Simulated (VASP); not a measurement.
Here is a VASP 6.6.1 calculation.

Contents of INCAR:

```
SYSTEM = In
  ALGO = Normal
  EDIFF = 1E-7
  ENCUT = 520
  GGA = CA
  ISIF = 2
  ISMEAR = -1
  LASPH = .TRUE.
  LCHARG = .FALSE.
  LREAL = .FALSE.
  LWAVE = .FALSE.
  NBANDS = 12
  NELM = 100
  PREC = Accurate
  SIGMA = 0.05
```

The input KPOINTS:

```
k-points
0
G
  11 11 11
  0 0 0
```

File POSCAR:

```
In
1.0
   -1.6362350157      1.6362350157      2.4900825966
    1.6362350157     -1.6362350157      2.4900825966
    1.6362350157      1.6362350157     -2.4900825966
In
1
Direct
    0.0000000000      0.0000000000      0.0000000000
```

Potentials or basis: VASP PAW LDA potentials, release 64 (In_d).

Command:

```console
$ cat potpaw_LDA.64/In_d/POTCAR > POTCAR
$ mpirun -np 1 vasp_std > vasp.out
```

Estimate the pressure.

-3.2 GPa.
